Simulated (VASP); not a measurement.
Set up this calculation in VASP 6.6.1, as the native input.

- Task: single point
- Functional: PBE
- Potentials or basis: VASP PAW PBE potentials, release 64 (Ti_sv)
- Cutoff: 520 eV
- k mesh: 11 × 11 × 11
- Occupations: gaussian, width 0.012 eV
- Spin: no spin polarisation
- Dipole correction: no
- Further INCAR settings: ALGO = Fast; EDIFF = 1e-06; NBANDS = 12

The structure of Ti lies in POSCAR:

```
Ti
1.0
   -1.6410000000      1.6410000000      1.6410000000
    1.6410000000     -1.6410000000      1.6410000000
    1.6410000000      1.6410000000     -1.6410000000
Ti
1
Direct
    0.0000000000      0.0000000000      0.0000000000
```

One way to write it, as run:

INCAR

```
SYSTEM = Ti
PREC = Accurate
ENCUT = 520
EDIFF = 1E-6
ISMEAR = 0
SIGMA = 0.012
LREAL = .FALSE.
LASPH = .TRUE.
NELM = 60
ALGO = Fast
ISIF = 2
LWAVE = .FALSE.
LCHARG = .TRUE.
GGA = PE
LELF = .TRUE.
LVHAR = .TRUE.
NBANDS = 12
```

KPOINTS

```
Automatic mesh
0
G
  11 11 11
  0 0 0
```

Potentials or basis: VASP PAW PBE potentials, release 64 (Ti_sv).

Run with:

```sh
$ cat potpaw_PBE.64/Ti_sv/POTCAR > POTCAR
$ mpirun -np 1 vasp_std > vasp.out
```

Results of the run:

* Pressure: -3.5 GPa
* Band gap on the k mesh: zero (band 6 reaches 8.90 eV, above the bottom of band 7 at 7.33 eV)

Wall time 16 s on 1 thread of Intel Xeon 6975P-C, on a shared host, peak memory 0.14 GiB.
